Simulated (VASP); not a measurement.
The system is PtSe2.

```
Pt Se
1.0
     0.00000    4.12174    4.12174
     4.12174    0.00000    4.12174
     4.12174    4.12174    0.00000
Pt Se
2 4
Direct
  0.00000 0.00000 0.00000
  0.25000 0.25000 0.25000
  0.62500 0.62500 0.62500
  0.12500 0.62500 0.62500
  0.62500 0.62500 0.12500
  0.62500 0.12500 0.62500
```

- Program: VASP 6.6.1
- Task: relaxation of cell and atoms
- Functional: PBE
- Potentials or basis: VASP PAW PBE potentials, release 64 (Pt, Se)
- Cutoff: 600 eV
- k mesh: 4 × 4 × 4
- Occupations: gaussian, width 0.1 eV
- Spin: no spin polarisation

At the start: pressure -9.3 GPa; volume 23.34 Å³/atom.

Q: How do energy, volume and symmetry change on relaxing?

A: Over 3 steps the energy falls by 129.6 meV/atom and the volume is 19.56 Å³/atom (-16.2 %); space group Fd-3m (No. 227, to 0.1 Å) before and after.

Step by step:
| step | energy change (eV) | largest force (eV/Å) | pressure (GPa) | volume (Å³) |
| --- | --- | --- | --- | --- |
| 1 | 0.0000 | 0.0000 | -9.30 | 140.05 |
| 2 | -0.7567 | 0.0000 | 2.26 | 114.35 |
| 3 | -0.7779 | 0.0000 | 0.04 | 117.37 |

Final structure:
```
Pt Se
1.0
     0.00000    3.88607    3.88607
     3.88607    0.00000    3.88607
     3.88607    3.88607    0.00000
Pt Se
2 4
Direct
  0.00000 0.00000 0.00000
  0.25000 0.25000 0.25000
  0.62500 0.62500 0.62500
  0.12500 0.62500 0.62500
  0.62500 0.62500 0.12500
  0.62500 0.12500 0.62500
```

Caveat: the volume moved by over 15 % at a fixed basis, so the end points are rough.
